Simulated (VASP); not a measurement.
# Fe2O3 (R-3c) in VASP: single point with PBE

Aim: the single point of Fe2O3 with PBE.

Program: VASP 6.6.1. These are calculated values, not measurements. Logs are shortened: lines on timing, memory, paths and dates and some standing lists are left out, and cuts for length are marked.

### 1 The cell of the first run

The structure is trigonal, space group R-3c (No. 167). The conventional cell has a = 4.773 Å, b = 4.773 Å, c = 13.304 Å, α = 90.00°, β = 90.00°, γ = 120.00°. Fe (site symmetry 3) has 6 O at 1.89 to 1.96 Å and 1 Fe at 2.54 Å within 2.6 Å. Within 2.9 Å of O (site symmetry 2) lie 4 Fe at 1.89 to 1.96 Å and 12 O at 2.59 to 2.84 Å.

### 2 Single point, PBE, collinear spin, ferromagnetic start

Input file POSCAR:

```
Fe2O3
1.0
    2.3865028478      1.3778480616      4.4345385428
   -2.3865028478      1.3778480616      4.4345385428
    0.0000000000     -2.7556961232      4.4345385428
Fe O
4 6
Direct
    0.3454541925      0.3454541925      0.3454541925
    0.1545458075      0.1545458075      0.1545458075
    0.6545458075      0.6545458075      0.6545458075
    0.8454541925      0.8454541925      0.8454541925
    0.5632180986      0.9367819014      0.2500000000
    0.2500000000      0.5632180986      0.9367819014
    0.9367819014      0.2500000000      0.5632180986
    0.4367819014      0.0632180986      0.7500000000
    0.7500000000      0.4367819014      0.0632180986
    0.0632180986      0.7500000000      0.4367819014
```

Input file INCAR.step1:

```
SYSTEM = Fe2O3
ALGO = Normal
EDIFF = 1E-6
ENCUT = 520
GGA = PE
ISIF = 2
ISMEAR = 0
ISPIN = 2
LASPH = .TRUE.
LCHARG = .TRUE.
LMAXMIX = 4
LREAL = .FALSE.
LWAVE = .FALSE.
MAGMOM = 0.95 0.95 0.95 0.95 0 0 0 0 0 0
NBANDS = 49
NELM = 150
PREC = Accurate
SIGMA = 0.05
```

Input file KPOINTS.step1:

```
k-points
0
G
  6 6 6
  0 0 0
```

Input file INCAR.step2:

```
SYSTEM = Fe2O3
ALGO = Normal
EDIFF = 1E-6
ENCUT = 520
GGA = PE
ICHARG = 11
ISIF = 2
ISMEAR = -5
ISPIN = 2
LASPH = .TRUE.
LCHARG = .FALSE.
LMAXMIX = 4
LORBIT = 10
LREAL = .FALSE.
LWAVE = .FALSE.
MAGMOM = 0.95 0.95 0.95 0.95 0 0 0 0 0 0
NBANDS = 49
NEDOS = 1001
NELM = 150
PREC = Accurate
SIGMA = 0.05
```

Input file KPOINTS.step2:

```
k-points
0
G
  9 9 9
  0 0 0
```

Potentials or basis: VASP PAW PBE potentials, release 64 (Fe, O).

Launch:

```bash
> cat potpaw_PBE.64/Fe/POTCAR potpaw_PBE.64/O/POTCAR > POTCAR
> cp INCAR.step1 INCAR
> cp KPOINTS.step1 KPOINTS
> mpirun -np 1 vasp_std > vasp.out
> cp INCAR.step2 INCAR
> cp KPOINTS.step2 KPOINTS
> mpirun -np 1 vasp_std > vasp.out
```

OUTCAR:

```text
SYSTEM = Fe2O3
   EDIFF = 1E-6
   ENCUT = 520
   GGA = PE
   ICHARG = 11
   ISIF = 2
   ISMEAR = -5
   ISPIN = 2
   LASPH = .TRUE.
   LORBIT = 10
   LREAL = .FALSE.
   NELM = 150
   PREC = Accurate

 ion  position               nearest neighbor table
   1  0.345  0.345  0.345-  10 1.89   8 1.89   9 1.89   5 1.96   7 1.96   6 1.96   2 2.54   3 2.77
                             3 2.77   3 2.77
   2  0.155  0.155  0.155-   9 1.89   8 1.89  10 1.89   5 1.96   6 1.96   7 1.96   1 2.54   4 2.77
                             4 2.77   4 2.77
   3  0.655  0.655  0.655-   7 1.89   5 1.89   6 1.89   8 1.96  10 1.96   9 1.96   4 2.54   1 2.77
                             1 2.77   1 2.77
   4  0.845  0.845  0.845-   6 1.89   5 1.89   7 1.89   8 1.96   9 1.96  10 1.96   3 2.54   2 2.77
                             2 2.77   2 2.77
   5  0.563  0.937  0.250-   3 1.89   4 1.89   1 1.96   2 1.96
   6  0.250  0.563  0.937-   4 1.89   3 1.89   2 1.96   1 1.96
   7  0.937  0.250  0.563-   3 1.89   4 1.89   1 1.96   2 1.96
   8  0.437  0.063  0.750-   1 1.89   2 1.89   3 1.96   4 1.96
   9  0.750  0.437  0.063-   2 1.89   1 1.89   4 1.96   3 1.96
  10  0.063  0.750  0.437-   1 1.89   2 1.89   3 1.96   4 1.96

  LATTYP: Found a trigonal (rhomboedric) cell.
 ALAT       =     5.2210145768
 COS(alpha) =     0.5821272049

  Lattice vectors:

 A1 = (   2.3865028478,   1.3778480616,   4.4345385428)
 A2 = (  -2.3865028478,   1.3778480616,   4.4345385428)
 A3 = (   0.0000000000,  -2.7556961232,   4.4345385428)

Analysis of symmetry for initial positions (statically):
=====================================================================
 Subroutine PRICEL returns:
 Original cell was already a primitive cell.

 Routine SETGRP: Setting up the symmetry group for a
 trigonal (rhombohedral) supercell.

 Subroutine GETGRP returns: Found 12 space group operations
 (whereof  6 operations were pure point group operations)
 out of a pool of 12 trial point group operations.

The static configuration has the point symmetry S_6 .
 The point group associated with its full space group is D_3d.

Analysis of symmetry for dynamics (positions and initial velocities):
=====================================================================
 Subroutine PRICEL returns:
 Original cell was already a primitive cell.

 Routine SETGRP: Setting up the symmetry group for a
 trigonal (rhombohedral) supercell.

 Subroutine GETGRP returns: Found 12 space group operations
 (whereof  6 operations were pure point group operations)
 out of a pool of 12 trial point group operations.

The dynamic configuration has the point symmetry S_6 .
 The point group associated with its full space group is D_3d.

Analysis of structural, dynamic, and magnetic symmetry:
=====================================================================
 Subroutine PRICEL returns:
 Original cell was already a primitive cell.

 Routine SETGRP: Setting up the symmetry group for a
 trigonal (rhombohedral) supercell.

 Subroutine GETGRP returns: Found 12 space group operations
 (whereof  6 operations were pure point group operations)
 out of a pool of 12 trial point group operations.

The overall configuration has the point symmetry S_6 .
 The point group associated with its full space group is D_3d.

 Subroutine INISYM returns: Found 12 space group operations
 (whereof  6 operations are pure point group operations),
 and found     1 'primitive' translations

----------------------------------------------------------------------------------------

                                     Primitive cell

  volume of cell :      87.4909

  direct lattice vectors                    reciprocal lattice vectors
     2.386502848  1.377848062  4.434538543     0.209511587  0.120961571  0.075167535
    -2.386502848  1.377848062  4.434538543    -0.209511587  0.120961571  0.075167535
     0.000000000 -2.755696123  4.434538543     0.000000000 -0.241923143  0.075167535

  length of vectors
     5.221014577  5.221014577  5.221014577     0.253331730  0.253331730  0.253331730

  position of ions in fractional coordinates (direct lattice)
     0.345454193  0.345454193  0.345454193
     0.154545807  0.154545807  0.154545807
     0.654545807  0.654545807  0.654545807
[... 86 lines left out ...]
   ISTART =      0    job   : 0-new  1-cont  2-samecut
   ICHARG =     11    charge: 1-file 2-atom 10-const
   ISPIN  =      2    spin polarized calculation?
   LNONCOLLINEAR =      F non collinear calculations
   LSORBIT =      F    spin-orbit coupling
   LASPH  =      T    aspherical Exc in radial PAW
   ENCUT  =  520.0 eV  38.22 Ry    6.18 a.u.   9.71  9.71  9.71*2*pi/ulx,y,z
   NELM   =    150;   NELMIN=  2; NELMDL=  0     # of ELM steps
   EDIFF  = 0.1E-05   stopping-criterion for ELM
   LREAL  =      F    real-space projection
   EDIFFG = 0.1E-04   stopping-criterion for IOM
   NSW    =      0    number of steps for IOM
   IBRION =     -1    ionic relax: 0-MD 1-quasi-New 2-CG
   NFREE  =      0    steps in history (QN), initial steepest desc. (CG)
   ISIF   =      2    stress and relaxation
   ISYM   =      2    0-nonsym 1-usesym 2-fastsym
   POTIM  = 0.5000    time-step for ionic-motion
   TEBEG  =    0.0;   TEEND  =   0.0 temperature during run
   PSTRESS=    0.0 pullay stress
   NELECT =      68.0000    total number of electrons
   NUPDOWN=      -1.0000    fix difference up-down
   EMIN   =  10.00;   EMAX   =-10.00  energy-range for DOS
   EFERMI =   0.00;   METHOD = LEGACY
   ISMEAR =    -5;   SIGMA  =   0.05  broadening in eV -4-tet -1-fermi 0-gaus
   EFERMI_NEDOS =   21; number of points for ismear=-14 and -15
   IALGO  =     38    algorithm
   IMIX   =      4    mixing-type and parameters
     AMIX     =   0.40;   BMIX     =  1.00
     AMIX_MAG =   1.60;   BMIX_MAG =  1.00
  volume/ion in A,a.u.               =       8.75        59.04
  Fermi-wavevector in a.u.,A,eV,Ry     =   1.505186  2.844389 30.825150  2.265585
  Thomas-Fermi vector in A             =   2.616068
   LORBIT       =     10    0 simple, 1 ext, 2 COOP (PROOUT), +10 PAW based schemes
   GGA     = PE    functional components
   LHFCALC =     F    Hartree Fock is set to
   AEXX    =    0.0000 exact exchange contribution
   IVDW    =     0    specifies the selected vdW correction
   LEPSILON=     F    determine dielectric tensor
   LRPA    =     F    only Hartree local field effects (RPA)
 spin polarized calculation
 Fermi weights with tetrahedron method with Bloechl corrections
  energy-cutoff  :      520.00
  volume of cell :       87.49
 maximum number of plane-waves:      2379

 number of electron      68.0000002 magnetization       4.0002134

 Free energy of the ion-electron system (eV)
  ---------------------------------------------------
  ext. energy  EPLUGINS =         0.00000000
  ---------------------------------------------------
  free energy    TOTEN  =       -74.61349704 eV

  energy without entropy =      -74.61349704  energy(sigma->0) =      -74.61349704

 E-fermi :   5.5952     XC(G=0): -12.4326

 val. band max:        5.5862597784   @ k =  -0.3333   0.2222   0.1111
 cond. band min:       5.5920653357   @ k =  -0.4444   0.3333   0.2222
 fundamental gap:      0.0058055574
 Fermi energy:         5.5951903283

 spin component 1

 k-point     1 :       0.0000    0.0000    0.0000
  band No.  band energies     occupation
      1     -15.5683      1.00000
      2     -13.6824      1.00000
      3     -13.6549      1.00000
      4     -13.6549      1.00000
      5     -13.5083      1.00000
      6     -13.5083      1.00000
[... 1165 lines left out ...]
     45      14.4330      0.00000
     46      15.5519      0.00000

 [... further k-points ...]

 spin component 2

 k-point     1 :       0.0000    0.0000    0.0000
  band No.  band energies     occupation
      1     -15.5049      1.00000
      2     -13.6229      1.00000
      3     -13.5906      1.00000
      4     -13.5906      1.00000
      5     -13.4468      1.00000
      6     -13.4468      1.00000
[... 1165 lines left out ...]
     45      14.5738      0.00000
     46      15.7228      0.00000

 [... further k-points ...]

 [bands above 46 left out]

------------------------ aborting loop because EDIFF is reached ----------------------------------------

  FORCE on cell =-STRESS in cart. coord.  units (eV):
  Direction    XX          YY          ZZ          XY          YZ          ZX
  --------------------------------------------------------------------------------------
  -------------------------------------------------------------------------------------
  Total        0.9001921      0.9001921      0.9137810      0.0000000      0.0000000      0.0000000
  in kB       16.4847670     16.4847670     16.7336144      0.0000000      0.0000000      0.0000000
  external PRESSURE =      16.5677162 kB  Pullay stress =       0.0000000 kB

 VOLUME and BASIS-vectors are now :
 -----------------------------------------------------------------------------
  energy-cutoff  :      520.00
  volume of cell :       87.49
      direct lattice vectors                 reciprocal lattice vectors
     2.386502848  1.377848062  4.434538543     0.209511587  0.120961571  0.075167535
    -2.386502848  1.377848062  4.434538543    -0.209511587  0.120961571  0.075167535
     0.000000000 -2.755696123  4.434538543     0.000000000 -0.241923143  0.075167535

 POSITION                                       TOTAL-FORCE (eV/Angst)
 -----------------------------------------------------------------------------------
      0.00000      0.00000      4.59579         0.000000      0.000000      0.045644
      0.00000      0.00000      2.05602         0.000000      0.000000     -0.045644
      0.00000      0.00000      8.70783         0.000000      0.000000     -0.045644
      0.00000      0.00000     11.24760         0.000000      0.000000      0.045644
     -0.89151      1.37785      7.76044         0.018689      0.000000     -0.000000
     -0.74750     -1.46100      7.76044        -0.009345      0.016186     -0.000000
      1.63901      0.08315      7.76044        -0.009345     -0.016186     -0.000000
      0.89151     -1.37785      5.54317        -0.018689      0.000000     -0.000000
      0.74750      1.46100      5.54317         0.009345     -0.016186     -0.000000
     -1.63901     -0.08315      5.54317         0.009345      0.016186     -0.000000
 -----------------------------------------------------------------------------------
    total drift:                               -0.000000      0.000000      0.000000

  FREE ENERGIE OF THE ION-ELECTRON SYSTEM (eV)
  ---------------------------------------------------
  free  energy   TOTEN  =       -74.6134970375 eV

  energy  without entropy=      -74.6134970375  energy(sigma->0) =      -74.61349704

 total charge

# of ion       s       p       d       tot
------------------------------------------
    1        0.409   0.654   6.306   7.369
    2        0.409   0.654   6.306   7.369
    3        0.409   0.654   6.306   7.369
    4        0.409   0.654   6.306   7.369
    5        1.561   3.452   0.000   5.013
    6        1.561   3.452   0.000   5.013
    7        1.561   3.452   0.000   5.013
    8        1.561   3.452   0.000   5.013
    9        1.561   3.452   0.000   5.013
   10        1.561   3.452   0.000   5.013
--------------------------------------------------
tot         11.007  23.328  25.223  59.558

 magnetization (x)

# of ion       s       p       d       tot
------------------------------------------
    1        0.007   0.009   0.926   0.943
    2        0.007   0.009   0.926   0.943
    3        0.007   0.009   0.926   0.943
    4        0.007   0.009   0.926   0.943
    5        0.000   0.028   0.000   0.028
    6        0.000   0.028   0.000   0.028
    7        0.000   0.028   0.000   0.028
    8        0.000   0.028   0.000   0.028
    9        0.000   0.028   0.000   0.028
   10        0.000   0.028   0.000   0.028
--------------------------------------------------
tot          0.028   0.208   3.706   3.941
```

Run time: 19 min. Hardware: 1 thread of Oxide Virtual Turin-like, shared host; peak memory 0.58 GiB.

What came out:

```yaml
Net_moment: 4.00 μB per cell
Site_moments: Fe +0.94; O +0.03 μB
Valence_electrons_inside_the_program's_atomic_spheres: Fe 7.37; O 5.01
```

Caveat: semilocal functionals often make such compounds metallic where correlation or magnetic order opens a gap, which also shifts bond lengths; the run started ferromagnetic, and an antiferromagnetic order may lie lower in energy.
